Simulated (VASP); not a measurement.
Wanted: the native input for a VASP 6.6.1 run.

| Item | Value |
| --- | --- |
| Task | single point |
| Functional | PBE |
| Potentials or basis | VASP PAW PBE potentials, release 64 (Pb_d, O) |
| Cutoff | 520 eV |
| k mesh | 8 × 8 × 10 |
| Occupations | gaussian, width 0.1 eV |
| Spin | no spin polarisation |
| Dipole correction | no |
| Further INCAR settings | ALGO = Normal; EDIFF = 1e-06; NBANDS = 35 |

The structure of PbO2 lies in POSCAR:

```
PbO2
1.0
    5.0826191380      0.0000000000      0.0000000000
    0.0000000000      5.0826191380      0.0000000000
    0.0000000000      0.0000000000      3.4422959069
Pb O
2 4
Direct
    0.0000000000      0.0000000000      0.0000000000
    0.5000000000      0.5000000000      0.5000000000
    0.3080033072      0.3080033072      0.0000000000
    0.8080033072      0.1919966928      0.5000000000
    0.1919966928      0.8080033072      0.5000000000
    0.6919966928      0.6919966928      0.0000000000
```

These files were run (other wordings do the same):

INCAR

```
SYSTEM = PbO2
PREC = Accurate
ENCUT = 520
EDIFF = 1E-6
ISMEAR = 0
SIGMA = 0.1
LREAL = .False.
LASPH = .True.
NELM = 60
ALGO = Normal
ISIF = 2
LWAVE = .False.
LCHARG = .False.
GGA = PE
NBANDS = 35
```

KPOINTS

```
Automatic mesh
0
Gamma
  8 8 10
  0 0 0
```

Potentials or basis: VASP PAW PBE potentials, release 64 (Pb_d, O).

Launch:

```bash
$ cat potpaw_PBE.64/Pb_d/POTCAR potpaw_PBE.64/O/POTCAR > POTCAR
$ mpirun -np 1 vasp_std > vasp.out
```

It gave:

The pressure is 0.2 GPa and the largest force is 0.013 eV/Å.

Run time: 110 s on 1 thread of Intel(R) Xeon(R) 6975P-C (Granite Rapids), on a shared host, peak memory 0.34 GiB.
